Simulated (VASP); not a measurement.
Here is a VASP 6.6.1 calculation.

The input INCAR:

```
SYSTEM = Ga
PREC = Accurate
ENCUT = 520
EDIFF = 1E-6
ISMEAR = -1
SIGMA = 0.05
LREAL = .FALSE.
LASPH = .TRUE.
NELM = 100
ALGO = Normal
ISIF = 2
LWAVE = .FALSE.
LCHARG = .FALSE.
GGA = PS
NBANDS = 34
```

The input KPOINTS:

```
Automatic mesh
0
G
  9 9 8
  0 0 0
```

POSCAR

```
Ga
1.0
    2.2362380000     -3.8111232500     -0.0078352500
    2.2744620000      3.8336767500      0.0303887500
    0.0225835000      0.0225835000      4.5167000000
Ga
4
Direct
    0.1525000000      0.8475000000      0.0785000000
    0.6525000000      0.3475000000      0.4215000000
    0.8475000000      0.1525000000      0.9215000000
    0.3475000000      0.6525000000      0.5785000000
```

Potentials or basis: VASP PAW PBE potentials, release 64 (Ga_d).

Command:

```bash
$ cat potpaw_PBE.64/Ga_d/POTCAR > POTCAR
$ mpirun -np 1 vasp_std > vasp.out
```

Question: Predict the pressure.

Answer: -1.3 GPa.

Question: Predict the largest force.

Answer: 0.457 eV/Å.

Question: What does it give for the band gap on the k mesh?

Answer: Zero (bands 26 and 27 overlap by 1.30 eV).

Stress tensor (GPa, compression positive):
```
-1.99 -0.29 -0.31
-0.29  0.16 -0.51
-0.31 -0.51 -2.12
```

Caveat: the cell differs from its parent crystal (equal xy, yz and zx shear strains of +1 %); the PAW data sets were made with another functional, which shifts forces and pressure a little.
